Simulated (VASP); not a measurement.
Runs of VASP 6.6.1 on In3B2As. The structure is that of space group P6/mmm (No. 191), or close to it. The cells are those of the table. 

```tsv
task	cell	k mesh	cutoff (eV)	gap on the mesh (eV)	pressure (GPa)
single point	a = 5.063, b = 5.063, c = 5.219 Å, angles 90.0, 90.0, 120.0°, 6 atoms	6 × 6 × 4	520	none	(a)
single point	a = 5.116, b = 5.116, c = 5.144 Å, angles 90.0, 90.0, 120.0°, 6 atoms	12 × 12 × 8	520	none	0.0
relaxation of cell and atoms	relaxed from a = 4.477, b = 4.477, c = 6.382 Å, angles 90.0, 90.0, 120.0°, 6 atoms	6 × 6 × 4	600	none	0.0
single point	a = 4.477, b = 4.477, c = 6.382 Å, angles 90.0, 90.0, 120.0°, 6 atoms	6 × 6 × 4	520	none	16.7
```

Alike in all rows: level PBE; potentials or basis VASP PAW PBE potentials, release 64 (In_d, B, As); no spin polarisation; smearing gaussian 0.1 eV.

Estimate the missing entries.

(a) 0.3.

Caveats: spin-orbit coupling is left out, which moves the levels of the heavy elements.

A k mesh can miss the band edges, and the runs leave out spin-orbit coupling on As, In.

A gap of «none» marks levels without a gap at the run's occupations.
